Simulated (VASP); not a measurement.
# FeNi2 (Fd-3m) in VASP: notebook, part 2 of 2

VASP 6.6.1. The steps go on from the part before.

## Step 4: Single point, PBE, collinear spin, ferromagnetic start

This run uses another cell than the first one, of 11.94 Å³/atom.

The input, INCAR:

```
SYSTEM = FeNi2
  ALGO = Normal
  EDIFF = 1E-6
  ENCUT = 690
  GGA = PE
  GGA_COMPAT = .FALSE.
  ISIF = 2
  ISMEAR = -1
  ISPIN = 2
  LASPH = .TRUE.
  LCHARG = .FALSE.
  LMAXMIX = 4
  LORBIT = 11
  LREAL = .FALSE.
  LWAVE = .FALSE.
  MAGMOM = 1 1 1 1 3 3
  NBANDS = 65
  NELM = 200
  PREC = Accurate
  SIGMA = 0.05
```

The input, KPOINTS:

```
k-points
0
G
  7 7 7
  0 0 0
```

The input, POSCAR:

```
FeNi2
1.0
    0.0000000000      3.2967688970      3.2967688970
    3.2967688970      0.0000000000      3.2967688970
    3.2967688970      3.2967688970      0.0000000000
Ni Fe
4 2
Direct
    0.6250000000      0.6250000000      0.6250000000
    0.1250000000      0.6250000000      0.6250000000
    0.6250000000      0.1250000000      0.6250000000
    0.6250000000      0.6250000000      0.1250000000
    0.0000000000      0.0000000000      0.0000000000
    0.2500000000      0.2500000000      0.2500000000
```

Started as:

```sh
$ cat potpaw_PBE.64/Ni_sv_GW/POTCAR potpaw_PBE.64/Fe_sv/POTCAR > POTCAR
$ mpirun -np 1 vasp_std > vasp.out
```

It took 9.8 min on 1 thread of AMD EPYC 7R13 (Zen 3), shared host; peak memory 0.4 GiB.

It converged, with:

| Quantity | Value |
| --- | --- |
| Free energy | -41.7700 eV |
| Pressure | -4.5 GPa |
| Band gap on the k mesh | zero (filled and empty bands overlap) |
| Net moment | 7.96 μB per cell |
| Site moments | Ni +0.59; Fe +2.88 μB |
| Valence electrons inside the program's atomic spheres | Ni 16.40; Fe 13.61 |

Levels at points of the mesh, in eV from the Fermi level:
Spin up:
```tsv
k point	band 54	band 55	band 56	band 57	band 58	band 59
(0.00, 0.00, 0.00)	-0.21	-0.21	0.90	2.57	2.57	2.57
```
Spin down:
| k point | band 46 | band 47 | band 48 | band 49 | band 50 | band 51 |
| --- | --- | --- | --- | --- | --- | --- |
| (0.00, 0.00, 0.00) | -0.65 | -0.65 | 0.34 | 0.34 | 0.34 | 0.63 |

Caveat: the cell stands under tension.

## Step 5: Single point, PBE, collinear spin, ferromagnetic start

This run uses another cell than the first one, of 12.41 Å³/atom.

The input, INCAR:

```
PREC = Accurate
ENCUT = 690
EDIFF = 1E-6
ISMEAR = -1
SIGMA = 0.05
LREAL = False
LASPH = True
NELM = 200
ALGO = Normal
ISIF = 2
LWAVE = False
LCHARG = False
ISPIN = 2
MAGMOM = 1 1 1 1 3 3
LORBIT = 11
LMAXMIX = 4
GGA = PE
NBANDS = 65
GGA_COMPAT = False
```

The input, KPOINTS:

```
regular mesh
0
Gamma
  7 7 7
```

POSCAR, as its differences from that of step 4:

```diff
@@ -2,5 +2,5 @@
 1.0
-    0.0000000000      3.2967688970      3.2967688970
-    3.2967688970      0.0000000000      3.2967688970
-    3.2967688970      3.2967688970      0.0000000000
+    0.0000000000      3.3393125428      3.3393125428
+    3.3393125428      0.0000000000      3.3393125428
+    3.3393125428      3.3393125428      0.0000000000
 Ni Fe
```

Potentials or basis: VASP PAW PBE potentials, release 64 (Ni_sv_GW, Fe_sv).

Started as:

```sh
$ cat potpaw_PBE.64/Ni_sv_GW/POTCAR potpaw_PBE.64/Fe_sv/POTCAR > POTCAR
$ mpirun -np 1 vasp_std > vasp.out
```

OUTCAR:

```text
PREC = Accurate
   ENCUT = 690
   EDIFF = 1E-6
   ISMEAR = -1
   LREAL = False
   LASPH = True
   NELM = 200
   ISIF = 2
   ISPIN = 2
   LORBIT = 11
   GGA = PE

 ion  position               nearest neighbor table
   1  0.625  0.625  0.625-   2 2.36   3 2.36   4 2.36   4 2.36   3 2.36   2 2.36
   2  0.125  0.625  0.625-   1 2.36   4 2.36   3 2.36   1 2.36   3 2.36   4 2.36
   3  0.625  0.125  0.625-   1 2.36   4 2.36   1 2.36   2 2.36   4 2.36   2 2.36
   4  0.625  0.625  0.125-   1 2.36   1 2.36   2 2.36   3 2.36   3 2.36   2 2.36
   5  0.000  0.000  0.000-
   6  0.250  0.250  0.250-

  LATTYP: Found a face centered cubic cell.
 ALAT       =     6.6786250856

  Lattice vectors:

 A1 = (   0.0000000000,   3.3393125428,   3.3393125428)
 A2 = (   3.3393125428,   0.0000000000,   3.3393125428)
[... 2895 lines left out ...]
  -------------------------------------------------------------------------------------
  Total       -4.6213285     -4.6213285     -4.6213285      0.0000000      0.0000000      0.0000000
  in kB      -99.4205646    -99.4205646    -99.4205646      0.0000000      0.0000000      0.0000000
  external PRESSURE =     -99.4205646 kB  Pullay stress =       0.0000000 kB

 VOLUME and BASIS-vectors are now :
 -----------------------------------------------------------------------------
  energy-cutoff  :      690.00
  volume of cell :       74.47
      direct lattice vectors                 reciprocal lattice vectors
     0.000000000  3.339312543  3.339312543    -0.149731417  0.149731417  0.149731417
     3.339312543  0.000000000  3.339312543     0.149731417 -0.149731417  0.149731417
     3.339312543  3.339312543  0.000000000     0.149731417  0.149731417 -0.149731417

 POSITION                                       TOTAL-FORCE (eV/Angst)
 -----------------------------------------------------------------------------------
      4.17414      4.17414      4.17414         0.000000     -0.000000      0.000000
      4.17414      2.50448      2.50448         0.000000     -0.000000      0.000000
      2.50448      4.17414      2.50448         0.000000     -0.000000      0.000000
      2.50448      2.50448      4.17414         0.000000     -0.000000      0.000000
      0.00000      0.00000      0.00000         0.000000      0.000000      0.000000
      1.66966      1.66966      1.66966        -0.000000     -0.000000     -0.000000
 -----------------------------------------------------------------------------------
    total drift:                                0.000000      0.000000      0.000000

  FREE ENERGIE OF THE ION-ELECTRON SYSTEM (eV)
  ---------------------------------------------------
  free  energy   TOTEN  =       -41.6605145358 eV

  energy  without entropy=      -41.5965505962  energy(sigma->0) =      -41.62853257

 total charge

# of ion       s       p       d       f       tot
--------------------------------------------------
    1        2.252   6.295   7.814   0.005  16.366
    2        2.252   6.295   7.814   0.005  16.366
    3        2.252   6.295   7.814   0.005  16.366
    4        2.252   6.295   7.814   0.005  16.366
    5        2.140   6.000   5.459   0.000  13.599
    6        2.140   6.000   5.459   0.000  13.599
--------------------------------------------------
tot         13.288  37.183  42.173   0.020  92.663

 magnetization (x)

# of ion       s       p       d       f       tot
--------------------------------------------------
    1       -0.007  -0.039   0.643  -0.000   0.597
    2       -0.007  -0.039   0.643  -0.000   0.597
    3       -0.007  -0.039   0.643  -0.000   0.597
    4       -0.007  -0.039   0.643  -0.000   0.597
    5        0.005   0.002   2.916   0.000   2.923
    6        0.005   0.002   2.916   0.000   2.923
--------------------------------------------------
tot         -0.017  -0.152   8.403  -0.000   8.234
```

OSZICAR:

```text
N       E                     dE             d eps       ncg     rms          rms(c)
DAV:   1     0.291218702693E+04    0.29122E+04   -0.59324E+04  8218   0.653E+03
DAV:   2     0.455445143123E+03   -0.24567E+04   -0.23441E+04  8609   0.165E+03
[... 20 lines left out ...]
DAV:  23    -0.416605070887E+02   -0.38395E-04   -0.23482E-05  7739   0.245E-01    0.124E-01
DAV:  24    -0.416605149702E+02   -0.78815E-05   -0.20718E-05  7840   0.209E-01    0.688E-02
DAV:  25    -0.416605122049E+02    0.27653E-05   -0.67238E-06  4652   0.149E-01    0.259E-02
DAV:  26    -0.416605131780E+02   -0.97308E-06   -0.12428E-05  4591   0.855E-02    0.171E-02
DAV:  27    -0.416605144606E+02   -0.12826E-05   -0.88665E-06  5753   0.467E-02    0.132E-02
DAV:  28    -0.416605145358E+02   -0.75219E-07   -0.12132E-06  3547   0.328E-02
   1 F= -.41660515E+02 E0= -.41628533E+02  d E =-.639639E-01  mag=     8.0798
```

stdout:

```text
POSCAR found type information on POSCAR NiFe
 POSCAR found :  2 types and       6 ions
 scaLAPACK will be used
 LDA part: xc-table for (Slater+PW92), standard interpolation
 POSCAR, INCAR and KPOINTS ok, starting setup
 FFT: planning ... GRIDC
 FFT: planning ... GRID_SOFT
 FFT: planning ... GRID
 WAVECAR not read
 entering main loop
```

Run time: 8.9 min. Hardware: 1 thread of Intel Xeon 6975P-C (Granite Rapids), shared host; peak memory 0.44 GiB.

Results:

| Item | Value |
| --- | --- |
| Free energy | -41.6605 eV |
| Pressure | -9.9 GPa |
| Net moment | 8.08 μB per cell |
| Site moments | Ni +0.60; Fe +2.92 μB |
| Valence electrons inside the program's atomic spheres | Ni 16.37; Fe 13.60 |

Caveat: the cell stands under tension.

## Step 6: Summary

```tsv
cell	gap on the mesh (eV)	pressure (GPa)	moment (μB)
a = 4.601 Å, angles 60.0°, 6 atoms	none	2.2	7.87
a = 4.632 Å, angles 60.0°, 6 atoms	none	-2.0	7.91
a = 4.662 Å, angles 60.0°, 6 atoms	none	-4.5	7.96
a = 4.723 Å, angles 60.0°, 6 atoms	none	-9.9	8.08
```

Alike in all rows: task single point; level PBE; potentials or basis VASP PAW PBE potentials, release 64 (Ni_sv_GW, Fe_sv); spin collinear, ferromagnetic start; k mesh 7 × 7 × 7; cutoff (eV) 690; smearing fermi-dirac 0.05 eV.

Caveats: the cell stands under tension (at least some runs).

Absolute energies hang on the potentials; compare differences alone.
